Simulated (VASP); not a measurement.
Input of a VASP 6.6.1 run:

File INCAR:

```
PREC     = Accurate       # precision mode
ENCUT    = 520            # plane-wave cutoff, eV
EDIFF    = 1E-6           # SCF threshold, eV
ISMEAR   = -1             # smearing method
SIGMA    = 0.03           # smearing width, eV
LREAL    = F              # projectors in reciprocal space
LASPH    = T              # aspherical terms in the spheres
NELM     = 100            # most SCF steps
ALGO     = Normal         # electronic algorithm
ISIF     = 2              # what is computed and relaxed
LWAVE    = F              # write WAVECAR
LCHARG   = F              # write CHGCAR
GGA      = PS             # functional
NBANDS   = 28             # bands
```

KPOINTS

```
Automatic mesh
0
Gamma
  7 7 7
```

Contents of POSCAR:

```
BaTiO3
1.0
    3.9998000000      0.0000000000      0.0000000000
    0.0000000000      3.9998000000      0.0000000000
    0.0000000000      0.0000000000      4.1385400000
Ba Ti O
1 1 3
Direct
    0.0000000000      0.0000000000      0.0000000000
    0.5000000000      0.5000000000      0.5000000000
    0.5000000000      0.5000000000      0.0000000000
    0.5000000000      0.0000000000      0.5000000000
    0.0000000000      0.5000000000      0.5000000000
```

Potentials or basis: VASP PAW PBE potentials, release 64 (Ba_sv, Ti_sv, O).

The run is started by

```sh
$ cat potpaw_PBE.64/Ba_sv/POTCAR potpaw_PBE.64/Ti_sv/POTCAR potpaw_PBE.64/O/POTCAR > POTCAR
$ mpirun -np 1 vasp_std > vasp.out
```

(1) What does it give for the band gap on the k mesh?

(2) Estimate the pressure.

Results:

(1) 1.67 eV (least direct gap 1.78 eV).

(2) -7.2 GPa.

Caveat: the cell differs from its parent crystal (zz strain of +3 %); the cell stands under tension; the PAW data sets were made with another functional, which shifts forces and pressure a little; spin-orbit coupling is left out, which moves the levels of the heavy elements; an odd mesh through Γ misses points on the zone boundary, where band edges can lie.
